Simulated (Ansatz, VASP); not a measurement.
# CaO in VASP and in Ansatz

File INCAR:

```
SYSTEM = CaO
ALGO = Normal
EDIFF = 1E-6
EDIFFG = -0.002
ENCUT = 600
GGA = PS
IBRION = 2
ISIF = 3
ISMEAR = -1
LASPH = .TRUE.
LCHARG = .FALSE.
LREAL = .FALSE.
LWAVE = .FALSE.
NELM = 80
NSW = 100
PREC = Accurate
SIGMA = 0.05
```

Contents of KPOINTS:

```
k-points
0
G
  12 12 12
  0 0 0
```

The input POSCAR:

```
CaO
1.0
    2.4065000000      2.4065000000      0.0000000000
   -2.4065000000      2.4065000000      0.0000000000
    0.0000000000      2.4065000000      2.4065000000
Ca O
1 1
Direct
    0.0000000000      0.0000000000      0.0000000000
    0.5000000000      0.5000000000      0.0000000000
```

Input for Ansatz:

```yaml
crystal:
  lattice:
    - [2.4065, 2.4065, 0.0]
    - [-2.4065, 2.4065, 0.0]
    - [0.0, 2.4065, 2.4065]
  atoms:
    - { symbol: Ca, position: [0.0, 0.0, 0.0] }
    - { symbol: O, position: [0.5, 0.5, 0.0] }
kpoints:
  mp_grid: { grid: [12, 12, 12] }
scf:
  occupations: { method: fermi_dirac, width: 0.05 }
hamiltonian:
  xc: pbesol
  pseudopotentials: { kind: paw }
relax:
  f_tol: 0.002
  max_steps: 80
  cell: {}
output:
  forces: true
  stress: true
```

Alike in both runs: task relaxation of cell and atoms; functional PBEsol; k mesh 12 × 12 × 12; occupations fermi-dirac, width 0.05 eV; no spin polarisation.

|  | VASP | Ansatz |
| --- | --- | --- |
| version | VASP 6.6.1 | Ansatz 0.2.0 |
| potentials or method | VASP PAW PBE potentials, release 64 (Ca_sv, O) | PAW with Ansatz's default frozen-core files, scalar-relativistic |
| plane-wave cutoff (eV) | 600 | 420 |
| valence electrons in the cell | 16 | 16 |

|  | VASP | Ansatz | Ansatz less VASP |
| --- | --- | --- | --- |
| relaxed volume (Å³/atom) | 13.61 | 13.54 | -0.064 |
| relaxed cell length with the largest relative difference (Å) | 3.376 | 3.371 | -0.0053 |

VASP's potentials were made for PBE, not for PBEsol.
